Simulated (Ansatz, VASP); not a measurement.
## In2O3 in VASP and in Ansatz

File INCAR:

```
  PREC = Accurate
  ENCUT = 520
  EDIFF = 1E-6
  ISMEAR = -1
  SIGMA = 0.02
  LREAL = F
  LASPH = T
  NELM = 80
  ALGO = Normal
  ISIF = 2
  LWAVE = F
  LCHARG = F
  GGA = PE
  NBANDS = 55
```

File KPOINTS:

```
regular mesh
0
Gamma
  6 6 6
```

File POSCAR:

```
In2O3
1.0
    2.7813592499      1.6058185116      4.9028835716
   -2.7813592499      1.6058185116      4.9028835716
    0.0000000000     -3.2116370233      4.9028835716
In O
4 6
Direct
    0.8566860344      0.8566860344      0.8566860344
    0.3566860344      0.3566860344      0.3566860344
    0.1433139656      0.1433139656      0.1433139656
    0.6433139656      0.6433139656      0.6433139656
    0.4531244008      0.0468755992      0.7500000000
    0.0468755992      0.7500000000      0.4531244008
    0.5468755992      0.9531244008      0.2500000000
    0.2500000000      0.5468755992      0.9531244008
    0.9531244008      0.2500000000      0.5468755992
    0.7500000000      0.4531244008      0.0468755992
```

Input for Ansatz:

```yaml
crystal:
  lattice:
    - [2.7813592499, 1.6058185116, 4.9028835716]
    - [-2.7813592499, 1.6058185116, 4.9028835716]
    - [0.0, -3.2116370233, 4.9028835716]
  atoms:
    - { symbol: In, position: [0.8566860344, 0.8566860344, 0.8566860344] }
    - { symbol: In, position: [0.3566860344, 0.3566860344, 0.3566860344] }
    - { symbol: In, position: [0.1433139656, 0.1433139656, 0.1433139656] }
    - { symbol: In, position: [0.6433139656, 0.6433139656, 0.6433139656] }
    - { symbol: O, position: [0.4531244008, 0.0468755992, 0.75] }
    - { symbol: O, position: [0.0468755992, 0.75, 0.4531244008] }
    - { symbol: O, position: [0.5468755992, 0.9531244008, 0.25] }
    - { symbol: O, position: [0.25, 0.5468755992, 0.9531244008] }
    - { symbol: O, position: [0.9531244008, 0.25, 0.5468755992] }
    - { symbol: O, position: [0.75, 0.4531244008, 0.0468755992] }
kpoints:
  mp_grid: { grid: [6, 6, 6] }
  band_path:
    path:
      - [0.0, 0.0, 0.0]
      - [0.5, 0.5, 0.5]
      - [0.7618181098, 0.2381818902, 0.5]
      - [0.5, -0.2381818902, 0.2381818902]
      - [0.5, 0.0, 0.0]
      - [0.3690909451, -0.3690909451, 0.0]
      - [0.6309090549, 0.0, 0.3690909451]
      - [0.5, 0.0, 0.5]
      - [0.0, 0.192708, -0.192708]
    npoints: 1
hamiltonian:
  xc: pbe
scf:
  occupations: { method: fermi_dirac, width: 0.02 }
  n_extra_bands: 6
output:
  forces: true
  stress: true
  eigenvalues: true
```

Change from the starting cell: hydrostatic strain +1.0%.

Alike in both runs: task single point; functional PBE; k mesh 6 × 6 × 6; occupations fermi-dirac, width 0.02 eV; no spin polarisation.

|  | VASP | Ansatz |
| --- | --- | --- |
| version | VASP 6.6.1 | Ansatz 0.2.0 |
| potentials or method | VASP PAW PBE potentials, release 64 (In_d, O) | plane waves, PAW |
| plane-wave cutoff (eV) | 520 | 420 |
| valence electrons in the cell | 88 | 88 |

|  | VASP | Ansatz | Ansatz less VASP |
| --- | --- | --- | --- |
| gap on the k mesh at the Fermi level (eV) | 1.02 | 1.03 | +0.007 |
| pressure (GPa) | 1.7 | 1.3 | -0.41 |
| traceless stress, the component that is largest in VASP (GPa) | 0.14 | 0.25 | +0.105 |
| rms of the force components (eV/Å) | 0.033 | 0.037 | +0.0037 |

Atom by atom the forces differ by 0.006 eV/Å (rms over components). With one functional, cell and mesh, what is left measures potentials, basis and numerics.
